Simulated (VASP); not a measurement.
Li2H: single point with PBE

The system is Li2H.

```
Li H
1.0
     2.80703    0.00000    0.00000
    -1.40351    2.43096    0.00000
     0.00000    0.00000   10.21881
Li H
4 2
Cartesian
  0.0000 1.6206 3.8045
  1.4035 0.8103 8.9139
  0.0000 1.6206 1.3049
  1.4035 0.8103 6.4143
  0.0000 0.0000 2.5547
  0.0000 0.0000 7.6641
```

```yaml
Program: VASP 6.6.1
Task: single point
Functional: PBE
Potentials_or_basis: VASP PAW PBE potentials, release 64 (Li_sv, H)
Cutoff: 520 eV
k_mesh: 9 × 9 × 2
Occupations: gaussian, width 0.1 eV
Spin: no spin polarisation
```

The largest force is 0.004 eV/Å and the band gap on the k mesh is zero (band 7 reaches 3.30 eV, above the bottom of band 8 at -0.81 eV).

Forces on the atoms (eV/Å):
```
Li   0.000  0.000 -0.004
Li   0.000  0.000 -0.004
Li   0.000  0.000  0.004
Li   0.000  0.000  0.004
H    0.000  0.000  0.000
H    0.000  0.000  0.000
```

Levels at points of the mesh, in eV from the Fermi level:
```tsv
k point	band 3	band 4	band 5	band 6	band 7	band 8	band 9	band 10	band 11	band 12
(0.00, 0.00, 0.00)	-46.98	-46.97	-7.26	-7.14	-3.18	-2.32	1.71	5.57	6.05	11.93
(0.00, 0.00, 0.50)	-46.98	-46.98	-7.21	-7.21	-2.80	-2.80	2.98	2.98	9.41	9.41
```

Wall time 30 s on 1 thread of Intel(R) Xeon(R) Platinum 8259CL CPU @ 2.50GHz (Skylake/Cascade Lake) (shared host), peak memory 0.19 GiB.
